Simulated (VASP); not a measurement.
# In (I4_1/amd) in VASP: further runs

The runs below take In through single point, with PBE.

All numbers are computed with VASP 6.6.1; they aren't measurements. Logs are shortened: lines on timing, memory, paths and dates and some standing lists are left out, and cuts for length are marked.

### 1 The cell of the first run

It takes space group I4_1/amd (No. 141, tetragonal). Conventional cell: a = 4.539 Å, b = 4.539 Å, c = 2.401 Å, α = 90.00°, β = 90.00°, γ = 90.00°. In (site symmetry -4m2) has 10 In at 2.35 to 2.90 Å within 3.1 Å.

### 2 Single point, PBE (12.37 Å³/atom)

Contents of POSCAR:

```
In
1.0
   -2.2695040518      2.2695040518      1.2007204764
    2.2695040518     -2.2695040518      1.2007204764
    2.2695040518      2.2695040518     -1.2007204764
In
2
Direct
   -0.3750000000     -0.1250000000     -0.2500000000
    0.3750000000      0.1250000000      0.2500000000
```

Contents of INCAR.step1:

```
SYSTEM = In
PREC = Accurate
ENCUT = 520
EDIFF = 1E-6
ISMEAR = -1
SIGMA = 0.05
LREAL = .False.
LASPH = .True.
NELM = 60
ALGO = Normal
ISIF = 2
LWAVE = .False.
LCHARG = .True.
GGA = PE
NBANDS = 20
```

Contents of KPOINTS.step1:

```
regular mesh
0
Gamma
  13 13 13
  0 0 0
```

Contents of INCAR.step2:

```
SYSTEM = In
PREC = Accurate
ENCUT = 520
EDIFF = 1E-6
ISMEAR = -5
SIGMA = 0.05
LREAL = .False.
LASPH = .True.
NELM = 60
ALGO = Normal
ISIF = 2
LWAVE = .False.
LCHARG = .False.
GGA = PE
LORBIT = 11
NBANDS = 20
NEDOS = 2001
ICHARG = 11
```

Contents of KPOINTS.step2:

```
regular mesh
0
Gamma
  20 20 20
  0 0 0
```

Potentials or basis: VASP PAW PBE potentials, release 64 (In_d).

On the command line:

```bash
cat potpaw_PBE.64/In_d/POTCAR > POTCAR
cp INCAR.step1 INCAR
cp KPOINTS.step1 KPOINTS
mpirun -np 1 vasp_std > vasp.out
cp INCAR.step2 INCAR
cp KPOINTS.step2 KPOINTS
mpirun -np 1 vasp_std > vasp.out
```

OUTCAR:

```text
SYSTEM = In
   PREC = Accurate
   ENCUT = 520
   EDIFF = 1E-6
   ISMEAR = -5
   LREAL = .False.
   LASPH = .True.
   NELM = 60
   ISIF = 2
   GGA = PE
   LORBIT = 11
   ICHARG = 11

 ion  position               nearest neighbor table
   1  0.625  0.875  0.750-   2 2.35   2 2.35   2 2.35   2 2.35   2 2.90   2 2.90   2 2.90   2 2.90
                             2 3.76   2 3.76
   2  0.375  0.125  0.250-   1 2.35   1 2.35   1 2.35   1 2.35   1 2.90   1 2.90   1 2.90   1 2.90
                             1 3.76   1 3.76

  LATTYP: Found a body centered tetragonal cell.
 ALAT       =     4.5390081036
 C/A-ratio  =     0.5290673420

  Lattice vectors:

 A1 = (  -2.2695040518,   2.2695040518,   1.2007204764)
 A2 = (   2.2695040518,  -2.2695040518,   1.2007204764)
 A3 = (   2.2695040518,   2.2695040518,  -1.2007204764)

Analysis of symmetry for initial positions (statically):
=====================================================================
 Subroutine PRICEL returns:
 Original cell was already a primitive cell.

 Routine SETGRP: Setting up the symmetry group for a
 body centered tetragonal supercell.

 Subroutine GETGRP returns: Found 16 space group operations
 (whereof  4 operations were pure point group operations)
 out of a pool of 16 trial point group operations.

The static configuration has the point symmetry C_2h.
 The point group associated with its full space group is D_4h.

Analysis of symmetry for dynamics (positions and initial velocities):
=====================================================================
 Subroutine PRICEL returns:
 Original cell was already a primitive cell.

 Routine SETGRP: Setting up the symmetry group for a
 body centered tetragonal supercell.

 Subroutine GETGRP returns: Found 16 space group operations
 (whereof  4 operations were pure point group operations)
 out of a pool of 16 trial point group operations.

The dynamic configuration has the point symmetry C_2h.
 The point group associated with its full space group is D_4h.

 Subroutine INISYM returns: Found 16 space group operations
 (whereof  4 operations are pure point group operations),
 and found     1 'primitive' translations

----------------------------------------------------------------------------------------

                                     Primitive cell

  volume of cell :      24.7380

  direct lattice vectors                    reciprocal lattice vectors
    -2.269504052  2.269504052  1.200720476     0.000000000  0.220312451  0.416416651
     2.269504052 -2.269504052  1.200720476     0.220312451  0.000000000  0.416416651
     2.269504052  2.269504052 -1.200720476     0.220312451  0.220312451  0.000000000

  length of vectors
     3.426810025  3.426810025  3.426810025     0.471105512  0.471105512  0.311568856

  position of ions in fractional coordinates (direct lattice)
     0.625000000  0.875000000  0.750000000
     0.375000000  0.125000000  0.250000000

  ion indices of the primitive-cell ions
   primitive index   ion index
                 1           1
                 2           2

----------------------------------------------------------------------------------------

 KPOINTS: regular mesh

Automatic generation of k-mesh.
 Grid dimensions read from file:
 generate k-points for:   20   20   20

 Generating k-lattice:

  Cartesian coordinates                     Fractional coordinates (reciprocal lattice)
     0.000000000  0.011015623  0.020820833     0.050000000  0.000000000 -0.000000000
     0.011015623  0.000000000  0.020820833     0.000000000  0.050000000 -0.000000000
     0.011015623  0.011015623  0.000000000     0.000000000  0.000000000  0.050000000

  Length of vectors
     0.023555276  0.023555276  0.015578443

  Shift w.r.t. Gamma in fractional coordinates (k-lattice)
     0.000000000  0.000000000  0.000000000

 TETIRR: Found  19503 inequivalent tetrahedra from    48000

 Subroutine IBZKPT returns following result:
 ===========================================

 Found    641 irreducible k-points:

 Following reciprocal coordinates:
            Coordinates               Weight
  0.000000  0.000000  0.000000      1.000000
  0.050000  0.000000 -0.000000      8.000000
  0.100000 -0.000000  0.000000      8.000000
  0.150000  0.000000 -0.000000      8.000000
  0.200000 -0.000000  0.000000      8.000000
  0.250000  0.000000  0.000000      8.000000
[... 16 lines left out ...]
 -0.400000  0.050000  0.000000     16.000000
 -0.350000  0.050000  0.000000     16.000000
 [... further k-points ...]
   k-points           NKPTS =    641   k-points in BZ     NKDIM =    641   number of bands    NBANDS=     20
   number of dos      NEDOS =   2001   number of ions     NIONS =      2
   total plane-waves  NPLWV =  21952
   dimension x,y,z NGX =    28 NGY =   28 NGZ =   28
   dimension x,y,z NGXF=    56 NGYF=   56 NGZF=   56
   ions per type =               2
   NGX,Y,Z   is equivalent  to a cutoff of  13.58, 13.58, 13.58 a.u.
   NGXF,Y,Z  is equivalent  to a cutoff of  27.17, 27.17, 27.17 a.u.
 SYSTEM =  In
   PREC   = accura    normal or accurate (medium, high low for compatibility)
   ISTART =      0    job   : 0-new  1-cont  2-samecut
   ICHARG =     11    charge: 1-file 2-atom 10-const
   ISPIN  =      1    spin polarized calculation?
   LNONCOLLINEAR =      F non collinear calculations
   LSORBIT =      F    spin-orbit coupling
   LASPH  =      T    aspherical Exc in radial PAW
   ENCUT  =  520.0 eV  38.22 Ry    6.18 a.u.   6.37  6.37  6.37*2*pi/ulx,y,z
   NELM   =     60;   NELMIN=  2; NELMDL=  0     # of ELM steps
   EDIFF  = 0.1E-05   stopping-criterion for ELM
   LREAL  =      F    real-space projection
   EDIFFG = 0.1E-04   stopping-criterion for IOM
   NSW    =      0    number of steps for IOM
   IBRION =     -1    ionic relax: 0-MD 1-quasi-New 2-CG
   NFREE  =      0    steps in history (QN), initial steepest desc. (CG)
   ISIF   =      2    stress and relaxation
   ISYM   =      2    0-nonsym 1-usesym 2-fastsym
   POTIM  = 0.5000    time-step for ionic-motion
   TEBEG  =    0.0;   TEEND  =   0.0 temperature during run
   PSTRESS=    0.0 pullay stress
   NELECT =      26.0000    total number of electrons
   NUPDOWN=      -1.0000    fix difference up-down
   EMIN   =  10.00;   EMAX   =-10.00  energy-range for DOS
   EFERMI =   0.00;   METHOD = LEGACY
   ISMEAR =    -5;   SIGMA  =   0.05  broadening in eV -4-tet -1-fermi 0-gaus
   EFERMI_NEDOS =   21; number of points for ismear=-14 and -15
   IALGO  =     38    algorithm
   IMIX   =      4    mixing-type and parameters
     AMIX     =   0.40;   BMIX     =  1.00
     AMIX_MAG =   1.60;   BMIX_MAG =  1.00
  volume/ion in A,a.u.               =      12.37        83.47
  Fermi-wavevector in a.u.,A,eV,Ry     =   1.664478  3.145407 37.694754  2.770486
  Thomas-Fermi vector in A             =   2.751015
   LORBIT       =     11    0 simple, 1 ext, 2 COOP (PROOUT), +10 PAW based schemes
   GGA     = PE    functional components
   LHFCALC =     F    Hartree Fock is set to
   AEXX    =    0.0000 exact exchange contribution
   IVDW    =     0    specifies the selected vdW correction
   LEPSILON=     F    determine dielectric tensor
   LRPA    =     F    only Hartree local field effects (RPA)
 non-spin polarized calculation
 Fermi weights with tetrahedron method with Bloechl corrections
  energy-cutoff  :      520.00
  volume of cell :       24.74
 maximum number of plane-waves:       693
 NGX is ok and might be reduce to    28

 number of electron      25.9999992 magnetization

 Free energy of the ion-electron system (eV)
  ---------------------------------------------------
  ext. energy  EPLUGINS =         0.00000000
  ---------------------------------------------------
  free energy    TOTEN  =         5.83264767 eV

  energy without entropy =        5.83264767  energy(sigma->0) =        5.83264767

 E-fermi :  20.4634     XC(G=0): -14.3485

 val. band max:       20.6397617910   @ k =  -0.3500  -0.3500   0.1000
 cond. band min:      20.2582636218   @ k =  -0.4500  -0.4500   0.1500
 fundamental gap:     -0.3814981692
 Fermi energy:        20.4634131955

 k-point     1 :       0.0000    0.0000    0.0000
  band No.  band energies     occupation
      1       1.1715      2.00000
      2       1.3130      2.00000
      3       1.8023      2.00000
      4       1.8208      2.00000
      5       3.3796      2.00000
      6       4.1808      2.00000
[... 12 lines left out ...]
     19      37.7496      0.00000
     20      37.9128      0.00000

 k-point     2 :       0.0500    0.0000   -0.0000
  band No.  band energies     occupation
      1       1.1831      2.00000
      2       1.3435      2.00000
      3       1.8737      2.00000
      4       1.8798      2.00000
      5       3.4723      2.00000
      6       4.0434      2.00000
[... 12 lines left out ...]
     19      36.0022      0.00000
     20      37.4006      0.00000

 k-point     3 :       0.1000   -0.0000    0.0000
  band No.  band energies     occupation
      1       1.2235      2.00000
      2       1.4322      2.00000
      3       2.0171      2.00000
      4       2.0959      2.00000
      5       3.6951      2.00000
      6       3.8090      2.00000
[... 12 lines left out ...]
     19      34.3143      0.00000
     20      35.7343      0.00000

 k-point     4 :       0.1500    0.0000   -0.0000
  band No.  band energies     occupation
      1       1.2966      2.00000
      2       1.5707      2.00000
      3       2.2022      2.00000
      4       2.4131      2.00000
      5       3.5223      2.00000
      6       3.6130      2.00000
[... 429 lines left out ...]
 k-point    23 :      -0.4000    0.0500    0.0000
  band No.  band energies     occupation
      1       1.6237      2.00000
      2       1.9469      2.00000
      3       2.3150      2.00000
      4       2.4878      2.00000
      5       2.9964      2.00000
      6       3.5190      2.00000
[... 12 lines left out ...]
     19      32.1224      0.00000
     20      34.4496      0.00000

 k-point    24 :      -0.3500    0.0500    0.0000
  band No.  band energies     occupation
      1       1.6066      2.00000
      2       2.0356      2.00000
      3       2.2918      2.00000
      4       2.7438      2.00000
      5       2.9365      2.00000
      6       3.6506      2.00000
[... 12 lines left out ...]
     19      31.1870      0.00000
     20      34.3607      0.00000

 [... further k-points ...]

------------------------ aborting loop because EDIFF is reached ----------------------------------------

  FORCE on cell =-STRESS in cart. coord.  units (eV):
  Direction    XX          YY          ZZ          XY          YZ          ZX
  --------------------------------------------------------------------------------------
  -------------------------------------------------------------------------------------
  Total       38.0528302     38.0528302     38.0378047     -0.0000000     -0.0000000      0.0000000
  in kB     2464.5277485   2464.5277485   2463.5546081     -0.0000000     -0.0000000      0.0000000
  external PRESSURE =    2464.2033684 kB  Pullay stress =       0.0000000 kB

 VOLUME and BASIS-vectors are now :
 -----------------------------------------------------------------------------
  energy-cutoff  :      520.00
  volume of cell :       24.74
      direct lattice vectors                 reciprocal lattice vectors
    -2.269504052  2.269504052  1.200720476     0.000000000  0.220312451  0.416416651
     2.269504052 -2.269504052  1.200720476     0.220312451  0.000000000  0.416416651
     2.269504052  2.269504052 -1.200720476     0.220312451  0.220312451  0.000000000

 POSITION                                       TOTAL-FORCE (eV/Angst)
 -----------------------------------------------------------------------------------
      2.26950      1.13475      0.90054        -0.000000      0.000000      0.000000
      0.00000      1.13475      0.30018         0.000000     -0.000000     -0.000000
 -----------------------------------------------------------------------------------
    total drift:                               -0.000000      0.000000     -0.000000

  FREE ENERGIE OF THE ION-ELECTRON SYSTEM (eV)
  ---------------------------------------------------
  free  energy   TOTEN  =         5.8326476720 eV

  energy  without entropy=        5.8326476720  energy(sigma->0) =        5.83264767

 total charge

# of ion       s       p       d       tot
------------------------------------------
    1        1.130   1.514  10.093  12.738
    2        1.130   1.514  10.093  12.738
--------------------------------------------------
tot          2.261   3.029  20.186  25.476
```

Run time: 2.5 min. Hardware: 1 thread of Intel Xeon 6975P-C (Granite Rapids), shared host; peak memory 0.4 GiB.

What came out:

```
Valence electrons inside the program's atomic spheres : In 12.74
```

Levels at points of the mesh, in eV from the Fermi level:
| k point | band 11 | band 12 | band 13 | band 14 | band 15 | band 16 |
| --- | --- | --- | --- | --- | --- | --- |
| (0.00, 0.00, 0.00) | -14.65 | -2.25 | -2.25 | 4.34 | 4.92 | 11.52 |
| (0.50, 0.00, 0.00) | -7.47 | -4.71 | -0.66 | 0.25 | 4.03 | 4.98 |
| (0.50, 0.50, 0.00) | -12.21 | -12.21 | 3.93 | 3.93 | 6.16 | 6.16 |
| (0.50, 0.50, 0.50) | -8.77 | -8.77 | -5.68 | -5.68 | 12.34 | 12.34 |

Caveat: spin-orbit coupling is left out, which moves the levels of the heavy elements; tetrahedron occupations give inexact forces and stress in metals.

### 3 Single point, PBE (12.37 Å³/atom)

POSCAR is that of step 2.

Contents of INCAR.step1:

```
ALGO = Normal
EDIFF = 1E-6
ENCUT = 520
GGA = PE
ISIF = 2
ISMEAR = -1
LASPH = True
LCHARG = True
LREAL = False
LWAVE = False
NBANDS = 20
NELM = 60
PREC = Accurate
SIGMA = 0.05
```

Contents of KPOINTS.step1:

```
k-points
0
Gamma
  13 13 13
```

Contents of INCAR.step2:

```
ALGO = Normal
EDIFF = 1E-6
ENCUT = 520
GGA = PE
ICHARG = 11
ISIF = 2
ISMEAR = -5
LASPH = True
LCHARG = False
LORBIT = 10
LREAL = False
LWAVE = False
NBANDS = 20
NEDOS = 2001
NELM = 60
PREC = Accurate
SIGMA = 0.05
```

Contents of KPOINTS.step2:

```
k-points
0
Gamma
  20 20 20
```

Potentials or basis: VASP PAW PBE potentials, release 64 (In_d).

On the command line:

```bash
cat potpaw_PBE.64/In_d/POTCAR > POTCAR
cp INCAR.step1 INCAR
cp KPOINTS.step1 KPOINTS
mpirun -np 1 vasp_std > vasp.out
cp INCAR.step2 INCAR
cp KPOINTS.step2 KPOINTS
mpirun -np 1 vasp_std > vasp.out
```

It took 2.4 min on 1 thread of Intel Xeon 6975P-C (Granite Rapids), shared host; peak memory 0.4 GiB.

It converged, with:

```
Valence electrons inside the program's atomic spheres : In 12.74
```

Levels at points of the mesh, in eV from the Fermi level:
| k point | band 11 | band 12 | band 13 | band 14 | band 15 | band 16 |
| --- | --- | --- | --- | --- | --- | --- |
| (0.00, 0.00, 0.00) | -14.65 | -2.25 | -2.25 | 4.34 | 4.92 | 11.52 |
| (0.50, 0.00, 0.00) | -7.47 | -4.71 | -0.66 | 0.25 | 4.03 | 4.98 |
| (0.50, 0.50, 0.00) | -12.21 | -12.21 | 3.93 | 3.93 | 6.16 | 6.16 |
| (0.50, 0.50, 0.50) | -8.77 | -8.77 | -5.68 | -5.68 | 12.34 | 12.34 |

Caveat: spin-orbit coupling is left out, which moves the levels of the heavy elements; tetrahedron occupations give inexact forces and stress in metals.
